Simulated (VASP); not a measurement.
# Ga2SbP (P-4m2) in VASP: single point with PBE

Aim: the single point of Ga2SbP with PBE.

Everything below comes from runs of VASP 6.6.1. Logs are shortened: lines on timing, memory, paths and dates and some standing lists are left out, and cuts for length are marked.

### 1 The cell of the first run

It takes space group P-4m2 (No. 115, tetragonal). The conventional cell has a = 4.093 Å, b = 4.093 Å, c = 5.803 Å, α = 90.00°, β = 90.00°, γ = 90.00°. Within 3.2 Å of P (site symmetry -4m2) lie 4 Ga at 2.42 Å. Ga (site symmetry 2mm) has 2 P at 2.42 Å and 2 Sb at 2.60 Å within 3.2 Å. Within 3.4 Å of Sb (site symmetry -4m2) lie 4 Ga at 2.60 Å.

### 2 Single point, PBE, non-collinear spin, zero start, spin-orbit coupling

File INCAR:

```
SYSTEM = Ga2SbP
  PREC = Accurate
  ENCUT = 520
  EDIFF = 1E-6
  ISMEAR = -1
  SIGMA = 0.02
  LREAL = .False.
  LASPH = .True.
  NELM = 150
  ALGO = Normal
  ISIF = 2
  LWAVE = .False.
  LCHARG = .False.
  LNONCOLLINEAR = .True.
  MAGMOM = 0 0 0 0 0 0 0 0 0 0 0 0
  LORBIT = 11
  LSORBIT = .True.
  GGA_COMPAT = .False.
  LORBMOM = .True.
  GGA = PE
  NBANDS = 50
```

File KPOINTS:

```
Automatic mesh
0
Gamma
  6 6 4
  0 0 0
```

File POSCAR:

```
Ga2SbP
1.0
    4.0926218447      0.0000000000      0.0000000000
    0.0000000000      4.0926218447      0.0000000000
    0.0000000000      0.0000000000      5.8034921710
P Ga Sb
1 2 1
Direct
    0.0000000000      0.0000000000      0.0000000000
    0.0000000000      0.5000000000      0.7759653074
    0.5000000000      0.0000000000      0.2240346926
    0.5000000000      0.5000000000      0.5000000000
```

Potentials or basis: VASP PAW PBE potentials, release 64 (P, Ga_d, Sb).

The run is started by

```bash
$ cat potpaw_PBE.64/P/POTCAR potpaw_PBE.64/Ga_d/POTCAR potpaw_PBE.64/Sb/POTCAR > POTCAR
$ mpirun -np 1 vasp_ncl > vasp.out
```

OUTCAR:

```text
SYSTEM = Ga2SbP
   PREC = Accurate
   ENCUT = 520
   EDIFF = 1E-6
   ISMEAR = -1
   LREAL = .False.
   LASPH = .True.
   NELM = 150
   ISIF = 2
   LNONCOLLINEAR = .True.
   LORBIT = 11
   LSORBIT = .True.
   GGA = PE

 ion  position               nearest neighbor table
   1  0.000  0.000  0.000-   2 2.42   3 2.42   2 2.42   3 2.42
   2  0.000  0.500  0.776-   1 2.42   1 2.42   4 2.60   4 2.60
   3  0.500  0.000  0.224-   1 2.42   1 2.42   4 2.60   4 2.60
   4  0.500  0.500  0.500-   2 2.60   3 2.60   3 2.60   2 2.60

  LATTYP: Found a simple tetragonal cell.
 ALAT       =     4.0926218447
 C/A-ratio  =     1.4180377253

  Lattice vectors:

 A1 = (   4.0926218447,   0.0000000000,   0.0000000000)
 A2 = (   0.0000000000,   4.0926218447,   0.0000000000)
 A3 = (   0.0000000000,   0.0000000000,   5.8034921710)

Analysis of symmetry for initial positions (statically):
=====================================================================
 Subroutine PRICEL returns:
 Original cell was already a primitive cell.

 Routine SETGRP: Setting up the symmetry group for a
 simple tetragonal supercell.

 Subroutine GETGRP returns: Found  8 space group operations
 (whereof  8 operations were pure point group operations)
 out of a pool of 16 trial point group operations.

The static configuration has the point symmetry D_2d.

Analysis of symmetry for dynamics (positions and initial velocities):
=====================================================================
 Subroutine PRICEL returns:
 Original cell was already a primitive cell.

 Routine SETGRP: Setting up the symmetry group for a
 simple tetragonal supercell.

 Subroutine GETGRP returns: Found  8 space group operations
 (whereof  8 operations were pure point group operations)
 out of a pool of 16 trial point group operations.

The dynamic configuration has the point symmetry D_2d.

Analysis of structural, dynamic, and magnetic symmetry:
=====================================================================
 Subroutine PRICEL returns:
 Original cell was already a primitive cell.

 Routine SETGRP: Setting up the symmetry group for a
 simple tetragonal supercell.

 Subroutine GETGRP returns: Found  8 space group operations
 (whereof  8 operations were pure point group operations)
 out of a pool of 16 trial point group operations.

The overall configuration has the point symmetry D_2d.

 Subroutine INISYM returns: Found  8 space group operations
[... 1411 lines left out ...]
 -----------------------------------------------------------------------------------
    total drift:                                0.000000      0.000000     -0.000000

  FREE ENERGIE OF THE ION-ELECTRON SYSTEM (eV)
  ---------------------------------------------------
  free  energy   TOTEN  =       -16.2322658889 eV

  energy  without entropy=      -16.2319007593  energy(sigma->0) =      -16.23208332

 orbital moment (x)

 # of ion     p       d       tot
 ----------------------------------------
  1         0.000   0.000   0.000
  2         0.000   0.000   0.000
  3         0.000  -0.000  -0.000
  4         0.000  -0.000  -0.000
 ----------------------------------------
            0.000  -0.000  -0.000

 orbital moment (y)

 # of ion     p       d       tot
 ----------------------------------------
  1        -0.000   0.000  -0.000
  2        -0.000   0.000   0.000
  3         0.000   0.000   0.000
  4        -0.000   0.000  -0.000
 ----------------------------------------
           -0.000   0.000  -0.000

 orbital moment (z)

 # of ion     p       d       tot
 ----------------------------------------
  1         0.000   0.000   0.000
  2         0.000   0.000   0.000
  3         0.000   0.000   0.000
  4         0.000   0.000   0.000
 ----------------------------------------
            0.000   0.000   0.000

 Spin-Orbit-Coupling matrix elements

 Ion:    1  E_soc:     -0.0009981
 l=   1
     0.0000000    -0.0001562    -0.0001866
    -0.0001562     0.0000000    -0.0001562
    -0.0001866    -0.0001562     0.0000000
 l=   2
     0.0000000     0.0000000     0.0000000     0.0000000     0.0000000
     0.0000000     0.0000000     0.0000000     0.0000000     0.0000000
     0.0000000     0.0000000     0.0000000     0.0000000     0.0000000
     0.0000000     0.0000000     0.0000000     0.0000000     0.0000000
     0.0000000     0.0000000     0.0000000     0.0000000     0.0000000
 l=   3
     0.0000000     0.0000000     0.0000000     0.0000000     0.0000000     0.0000000     0.0000000
     0.0000000     0.0000000     0.0000000     0.0000000     0.0000000     0.0000000     0.0000000
     0.0000000     0.0000000     0.0000000     0.0000000     0.0000000     0.0000000     0.0000000
     0.0000000     0.0000000     0.0000000     0.0000000     0.0000000     0.0000000     0.0000000
[... 49 lines left out ...]
 l=   2
     0.0000000    -0.0000198     0.0000000    -0.0000198    -0.0000879
    -0.0000198     0.0000000    -0.0000699    -0.0000697    -0.0000600
     0.0000000    -0.0000699     0.0000000    -0.0000699     0.0000000
    -0.0000198    -0.0000697    -0.0000699     0.0000000    -0.0000600
    -0.0000879    -0.0000600     0.0000000    -0.0000600     0.0000000
 l=   3
     0.0000000     0.0000000     0.0000000     0.0000000     0.0000000     0.0000000     0.0000000
     0.0000000     0.0000000     0.0000000     0.0000000     0.0000000     0.0000000     0.0000000
     0.0000000     0.0000000     0.0000000     0.0000000     0.0000000     0.0000000     0.0000000
     0.0000000     0.0000000     0.0000000     0.0000000     0.0000000     0.0000000     0.0000000
     0.0000000     0.0000000     0.0000000     0.0000000     0.0000000     0.0000000     0.0000000
     0.0000000     0.0000000     0.0000000     0.0000000     0.0000000     0.0000000     0.0000000
     0.0000000     0.0000000     0.0000000     0.0000000     0.0000000     0.0000000     0.0000000

 total charge

# of ion       s       p       d       tot
------------------------------------------
    1        1.032   1.459   0.000   2.490
    2        0.883   0.793   9.983  11.659
    3        0.883   0.793   9.983  11.659
    4        1.120   1.402   0.030   2.552
--------------------------------------------------
tot          3.918   4.447  19.996  28.361

 magnetization (x)

# of ion       s       p       d       tot
------------------------------------------
    1        0.000   0.000   0.000   0.000
    2        0.000   0.000   0.000   0.000
    3        0.000   0.000   0.000   0.000
    4        0.000   0.000   0.000   0.000
--------------------------------------------------
tot          0.000   0.000   0.000   0.000

 magnetization (y)

# of ion       s       p       d       tot
------------------------------------------
    1        0.000   0.000   0.000   0.000
    2        0.000   0.000   0.000   0.000
    3        0.000   0.000   0.000   0.000
    4        0.000  -0.000   0.000  -0.000
--------------------------------------------------
tot          0.000   0.000   0.000   0.000

 magnetization (z)

# of ion       s       p       d       tot
------------------------------------------
    1        0.000   0.000   0.000   0.000
    2       -0.000  -0.000  -0.000  -0.000
    3       -0.000  -0.000  -0.000  -0.000
    4        0.000   0.000  -0.000   0.000
--------------------------------------------------
tot         -0.000  -0.000  -0.000  -0.000
```

It took 3.4 min on 1 thread of Intel Xeon 6975P-C (Granite Rapids), shared host; peak memory 0.52 GiB.

Results:

```
Free energy                                           : -16.2323 eV
Pressure                                              : 2.3 GPa
Largest force                                         : 0.093 eV/Å
Net moment                                            : 0.00 μB per cell
Valence electrons inside the program's atomic spheres : P 2.49; Ga 11.66; Sb 2.55
```

Forces in eV/Å, atoms in the order of the input:
```
P    0.000  0.000  0.000
Ga   0.000  0.000  0.093
Ga   0.000  0.000 -0.093
Sb   0.000  0.000  0.000
```

Moments on the atoms (μB; x, y, z):
```
P   0.00 0.00 0.00
Ga  0.00 0.00 0.00
Ga  0.00 0.00 0.00
Sb  0.00 0.00 0.00
```
